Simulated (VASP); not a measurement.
# ScF3 (P4/mmm) in VASP: notebook

The runs below take ScF3 through single point, with LDA.

All numbers are computed with VASP 6.6.1; they aren't measurements. Logs are shortened: lines on timing, memory, paths and dates and some standing lists are left out, and cuts for length are marked.

## Step 1: The cell of the first run

The structure is tetragonal, space group P4/mmm (No. 123). Conventional cell: a = 3.852 Å, b = 3.852 Å, c = 4.012 Å, α = 90.00°, β = 90.00°, γ = 90.00°. Within 2.6 Å of Sc (site symmetry 4/mmm) lie 6 F at 1.93 to 2.01 Å. Within 2.6 Å of F (site symmetry mmm) lie 2 Sc at 1.93 Å. Within 2.7 Å of F (site symmetry 4/mmm) lie 2 Sc at 2.01 Å.

## Step 2: Single point, LDA (strain -0.040 along x and y, +0.000 along z)

INCAR reads:

```
SYSTEM = ScF3
  ALGO = Normal
  EDIFF = 1E-6
  ENCUT = 520
  ISIF = 2
  ISMEAR = 0
  LASPH = .TRUE.
  LCHARG = .TRUE.
  LELF = .TRUE.
  LREAL = .FALSE.
  LVHAR = .TRUE.
  LWAVE = .FALSE.
  NBANDS = 24
  NELM = 80
  PREC = Accurate
  SIGMA = 0.05
```

KPOINTS reads:

```
k-points
0
G
  6 6 6
  0 0 0
```

POSCAR reads:

```
ScF3
1.0
    3.8519520000      0.0000000000      0.0000000000
    0.0000000000      3.8519520000      0.0000000000
    0.0000000000      0.0000000000      4.0124500000
Sc F
1 3
Direct
    0.0000000000      0.0000000000      0.0000000000
    0.5000000000      0.0000000000      0.0000000000
    0.0000000000      0.5000000000      0.0000000000
    0.0000000000      0.0000000000      0.5000000000
```

Potentials or basis: VASP PAW LDA potentials, release 64 (Sc_sv, F).

Command:

```
> cat potpaw_LDA.64/Sc_sv/POTCAR potpaw_LDA.64/F/POTCAR > POTCAR
> mpirun -np 1 vasp_std > vasp.out
```

OUTCAR:

```text
SYSTEM = ScF3
   EDIFF = 1E-6
   ENCUT = 520
   ISIF = 2
   ISMEAR = 0
   LASPH = .TRUE.
   LREAL = .FALSE.
   NELM = 80
   PREC = Accurate

 ion  position               nearest neighbor table
   1  0.000  0.000  0.000-   2 1.93   3 1.93   3 1.93   2 1.93   4 2.01   4 2.01
   2  0.500  0.000  0.000-   1 1.93   1 1.93
   3  0.000  0.500  0.000-   1 1.93   1 1.93
   4  0.000  0.000  0.500-   1 2.01   1 2.01

  LATTYP: Found a simple tetragonal cell.
 ALAT       =     3.8519520000
 C/A-ratio  =     1.0416666667

  Lattice vectors:

 A1 = (   3.8519520000,   0.0000000000,   0.0000000000)
 A2 = (   0.0000000000,   3.8519520000,   0.0000000000)
 A3 = (   0.0000000000,   0.0000000000,   4.0124500000)

Analysis of symmetry for initial positions (statically):
=====================================================================
 Subroutine PRICEL returns:
 Original cell was already a primitive cell.

 Routine SETGRP: Setting up the symmetry group for a
 simple tetragonal supercell.

 Subroutine GETGRP returns: Found 16 space group operations
 (whereof 16 operations were pure point group operations)
 out of a pool of 16 trial point group operations.

The static configuration has the point symmetry D_4h.

Analysis of symmetry for dynamics (positions and initial velocities):
=====================================================================
 Subroutine PRICEL returns:
 Original cell was already a primitive cell.

 Routine SETGRP: Setting up the symmetry group for a
 simple tetragonal supercell.

 Subroutine GETGRP returns: Found 16 space group operations
 (whereof 16 operations were pure point group operations)
 out of a pool of 16 trial point group operations.

The dynamic configuration has the point symmetry D_4h.

 Subroutine INISYM returns: Found 16 space group operations
 (whereof 16 operations are pure point group operations),
 and found     1 'primitive' translations

----------------------------------------------------------------------------------------

                                     Primitive cell

  volume of cell :      59.5349

  direct lattice vectors                    reciprocal lattice vectors
     3.851952000  0.000000000  0.000000000     0.259608635  0.000000000  0.000000000
     0.000000000  3.851952000  0.000000000     0.000000000  0.259608635  0.000000000
     0.000000000  0.000000000  4.012450000     0.000000000  0.000000000  0.249224289

  length of vectors
     3.851952000  3.851952000  4.012450000     0.259608635  0.259608635  0.249224289

  position of ions in fractional coordinates (direct lattice)
     0.000000000  0.000000000  0.000000000
     0.500000000  0.000000000  0.000000000
     0.000000000  0.500000000  0.000000000
     0.000000000  0.000000000  0.500000000

  ion indices of the primitive-cell ions
   primitive index   ion index
                 1           1
                 2           2
                 3           3
                 4           4

----------------------------------------------------------------------------------------

 KPOINTS: k-points

Automatic generation of k-mesh.
 Grid dimensions read from file:
 generate k-points for:    6    6    6

 Generating k-lattice:

  Cartesian coordinates                     Fractional coordinates (reciprocal lattice)
     0.043268106  0.000000000  0.000000000     0.166666667  0.000000000  0.000000000
     0.000000000  0.043268106  0.000000000     0.000000000  0.166666667  0.000000000
     0.000000000  0.000000000  0.041537382     0.000000000  0.000000000  0.166666667

  Length of vectors
     0.043268106  0.043268106  0.041537382

  Shift w.r.t. Gamma in fractional coordinates (k-lattice)
     0.000000000  0.000000000  0.000000000

 Subroutine IBZKPT returns following result:
 ===========================================

 Found     40 irreducible k-points:

 Following reciprocal coordinates:
            Coordinates               Weight
  0.000000  0.000000  0.000000      1.000000
  0.166667  0.000000  0.000000      4.000000
  0.333333  0.000000  0.000000      4.000000
  0.500000  0.000000  0.000000      2.000000
  0.166667  0.166667  0.000000      4.000000
  0.333333  0.166667  0.000000      8.000000
[... 16 lines left out ...]
  0.333333  0.000000  0.333333      8.000000
  0.500000  0.000000  0.333333      4.000000
 [... further k-points ...]
   k-points           NKPTS =     40   k-points in BZ     NKDIM =     40   number of bands    NBANDS=     24
   number of dos      NEDOS =    301   number of ions     NIONS =      4
   total plane-waves  NPLWV =  27000
   dimension x,y,z NGX =    30 NGY =   30 NGZ =   30
   dimension x,y,z NGXF=    60 NGYF=   60 NGZF=   60
   ions per type =               1   3
   NGX,Y,Z   is equivalent  to a cutoff of  12.95, 12.95, 12.43 a.u.
   NGXF,Y,Z  is equivalent  to a cutoff of  25.90, 25.90, 24.86 a.u.
 SYSTEM =  ScF3
   PREC   = accura    normal or accurate (medium, high low for compatibility)
   ISTART =      0    job   : 0-new  1-cont  2-samecut
   ICHARG =      2    charge: 1-file 2-atom 10-const
   ISPIN  =      1    spin polarized calculation?
   LNONCOLLINEAR =      F non collinear calculations
   LSORBIT =      F    spin-orbit coupling
   LASPH  =      T    aspherical Exc in radial PAW
   ENCUT  =  520.0 eV  38.22 Ry    6.18 a.u.   7.16  7.16  7.46*2*pi/ulx,y,z
   NELM   =     80;   NELMIN=  2; NELMDL= -5     # of ELM steps
   EDIFF  = 0.1E-05   stopping-criterion for ELM
   LREAL  =      F    real-space projection
   EDIFFG = 0.1E-04   stopping-criterion for IOM
   NSW    =      0    number of steps for IOM
   IBRION =     -1    ionic relax: 0-MD 1-quasi-New 2-CG
   NFREE  =      0    steps in history (QN), initial steepest desc. (CG)
   ISIF   =      2    stress and relaxation
   ISYM   =      2    0-nonsym 1-usesym 2-fastsym
   POTIM  = 0.5000    time-step for ionic-motion
   TEBEG  =    0.0;   TEEND  =   0.0 temperature during run
   PSTRESS=    0.0 pullay stress
   NELECT =      32.0000    total number of electrons
   NUPDOWN=      -1.0000    fix difference up-down
   EMIN   =  10.00;   EMAX   =-10.00  energy-range for DOS
   EFERMI =   0.00;   METHOD = LEGACY
   ISMEAR =     0;   SIGMA  =   0.05  broadening in eV -4-tet -1-fermi 0-gaus
   EFERMI_NEDOS =   21; number of points for ismear=-14 and -15
   IALGO  =     38    algorithm
   IMIX   =      4    mixing-type and parameters
     AMIX     =   0.40;   BMIX     =  1.00
     AMIX_MAG =   1.60;   BMIX_MAG =  1.00
  volume/ion in A,a.u.               =      14.88       100.44
  Fermi-wavevector in a.u.,A,eV,Ry     =   1.331070  2.515358 24.106102  1.771748
  Thomas-Fermi vector in A             =   2.460109
   LORBIT       =      0    0 simple, 1 ext, 2 COOP (PROOUT), +10 PAW based schemes
   GGA     = CA    functional components
   LHFCALC =     F    Hartree Fock is set to
   AEXX    =    0.0000 exact exchange contribution
   IVDW    =     0    specifies the selected vdW correction
   LEPSILON=     F    determine dielectric tensor
   LRPA    =     F    only Hartree local field effects (RPA)
 non-spin polarized calculation
 Gauss-broadening in eV      SIGMA  =   0.05
  energy-cutoff  :      520.00
  volume of cell :       59.53
 maximum number of plane-waves:      1618
 NGX is ok and might be reduce to    30
   NGX = 15   NGY = 15   NGZ = 15

 number of electron      32.0000010 magnetization

 Free energy of the ion-electron system (eV)
  ---------------------------------------------------
  ext. energy  EPLUGINS =         0.00000000
  ---------------------------------------------------
  free energy    TOTEN  =       -29.43796603 eV

  energy without entropy =      -29.43796603  energy(sigma->0) =      -29.43796603

 E-fermi :  -3.0756     XC(G=0):  -9.2426

 val. band max:       -3.3899257571   @ k =   0.5000   0.5000   0.5000
 cond. band min:       3.0969743769   @ k =   0.0000   0.0000   0.0000
 fundamental gap:      6.4869001340
 Fermi energy:        -3.0755978503

 k-point     1 :       0.0000    0.0000    0.0000
  band No.  band energies     occupation
      1     -48.2079      2.00000
      2     -27.3822      2.00000
      3     -27.3822      2.00000
      4     -27.2435      2.00000
      5     -23.4377      2.00000
      6     -23.2245      2.00000
[... 16 lines left out ...]
     23      12.6299      0.00000
     24      12.8556      0.00000

 k-point     2 :       0.1667    0.0000    0.0000
  band No.  band energies     occupation
      1     -48.2053      2.00000
      2     -27.6135      2.00000
      3     -27.3801      2.00000
      4     -27.2413      2.00000
      5     -23.3505      2.00000
      6     -22.9202      2.00000
[... 16 lines left out ...]
     23      11.4748      0.00000
     24      12.9741      0.00000

 k-point     3 :       0.3333    0.0000    0.0000
  band No.  band energies     occupation
      1     -48.2001      2.00000
      2     -27.9934      2.00000
      3     -27.3758      2.00000
      4     -27.2369      2.00000
      5     -23.3277      2.00000
      6     -22.6696      2.00000
[... 16 lines left out ...]
     23       9.6968      0.00000
     24      13.6604      0.00000

 k-point     4 :       0.5000    0.0000    0.0000
  band No.  band energies     occupation
      1     -48.1975      2.00000
      2     -28.1558      2.00000
      3     -27.3737      2.00000
      4     -27.2347      2.00000
      5     -23.3225      2.00000
      6     -22.6636      2.00000
[... 16 lines left out ...]
     23       8.8093      0.00000
     24      14.0650      0.00000

 k-point     5 :       0.1667    0.1667    0.0000
  band No.  band energies     occupation
      1     -48.2027      2.00000
      2     -27.6142      2.00000
      3     -27.6081      2.00000
      4     -27.2391      2.00000
      5     -23.0277      2.00000
      6     -22.8496      2.00000
[... 16 lines left out ...]
     23      11.4878      0.00000
     24      12.0290      0.00000

 k-point     6 :       0.3333    0.1667    0.0000
  band No.  band energies     occupation
      1     -48.1975      2.00000
      2     -27.9907      2.00000
      3     -27.6063      2.00000
      4     -27.2347      2.00000
      5     -22.9435      2.00000
      6     -22.6544      2.00000
[... 16 lines left out ...]
     23       9.9064      0.00000
     24      12.4445      0.00000
[... 379 lines left out ...]
 k-point    21 :       0.0000    0.0000    0.3333
  band No.  band energies     occupation
      1     -48.2038      2.00000
      2     -27.6108      2.00000
      3     -27.3786      2.00000
      4     -27.3786      2.00000
      5     -23.4109      2.00000
      6     -23.2207      2.00000
[... 16 lines left out ...]
     23       9.2736      0.00000
     24      13.7496      0.00000

 k-point    22 :       0.1667    0.0000    0.3333
  band No.  band energies     occupation
      1     -48.2013      2.00000
      2     -27.6109      2.00000
      3     -27.6068      2.00000
      4     -27.3765      2.00000
      5     -23.3298      2.00000
      6     -22.9025      2.00000
[... 16 lines left out ...]
     23       9.5069      0.00000
     24      12.3760      0.00000

 k-point    23 :       0.3333    0.0000    0.3333
  band No.  band energies     occupation
      1     -48.1961      2.00000
      2     -27.9888      2.00000
      3     -27.6030      2.00000
      4     -27.3723      2.00000
      5     -23.3106      2.00000
      6     -22.1816      2.00000
[... 16 lines left out ...]
     23      10.0450      0.00000
     24      10.6144      0.00000

 k-point    24 :       0.5000    0.0000    0.3333
  band No.  band energies     occupation
      1     -48.1935      2.00000
      2     -28.1510      2.00000
      3     -27.6004      2.00000
      4     -27.3701      2.00000
      5     -23.3061      2.00000
      6     -21.9537      2.00000
[... 16 lines left out ...]
     23       9.3190      0.00000
     24      10.7456      0.00000

 [... further k-points ...]
[... 5 lines left out ...]
  --------------------------------------------------------------------------------------
  -------------------------------------------------------------------------------------
  Total        4.4052240      4.4052240     -0.2988492      0.0000000     -0.0000000      0.0000000
  in kB      118.5515428    118.5515428     -8.0425046      0.0000000     -0.0000000      0.0000000
  external PRESSURE =      76.3535270 kB  Pullay stress =       0.0000000 kB

 VOLUME and BASIS-vectors are now :
 -----------------------------------------------------------------------------
  energy-cutoff  :      520.00
  volume of cell :       59.53
      direct lattice vectors                 reciprocal lattice vectors
     3.851952000  0.000000000  0.000000000     0.259608635  0.000000000  0.000000000
     0.000000000  3.851952000  0.000000000     0.000000000  0.259608635  0.000000000
     0.000000000  0.000000000  4.012450000     0.000000000  0.000000000  0.249224289

 POSITION                                       TOTAL-FORCE (eV/Angst)
 -----------------------------------------------------------------------------------
      0.00000      0.00000      0.00000         0.000000      0.000000      0.000000
      1.92598      0.00000      0.00000         0.000000      0.000000      0.000000
      0.00000      1.92598      0.00000         0.000000      0.000000      0.000000
      0.00000      0.00000      2.00623         0.000000      0.000000      0.000000
 -----------------------------------------------------------------------------------
    total drift:                                0.000000      0.000000      0.000000

  FREE ENERGIE OF THE ION-ELECTRON SYSTEM (eV)
  ---------------------------------------------------
  free  energy   TOTEN  =       -29.4379660265 eV

  energy  without entropy=      -29.4379660265  energy(sigma->0) =      -29.43796603
```

Run time: 55 s. Hardware: 1 thread of Intel Xeon Platinum 8259CL at 2.50GHz (Skylake/Cascade Lake), shared host; peak memory 0.18 GiB.

Results:

```yaml
Free_energy: -29.4380 eV
Pressure: 7.6 GPa
Band_gap_on_the_k_mesh: 6.49 eV, indirect (least direct gap 6.92 eV)
```

Caveat: the cell differs from its parent crystal (strain -0.040 along x and y, +0.000 along z).

(Part 1 of 2 ends here.)
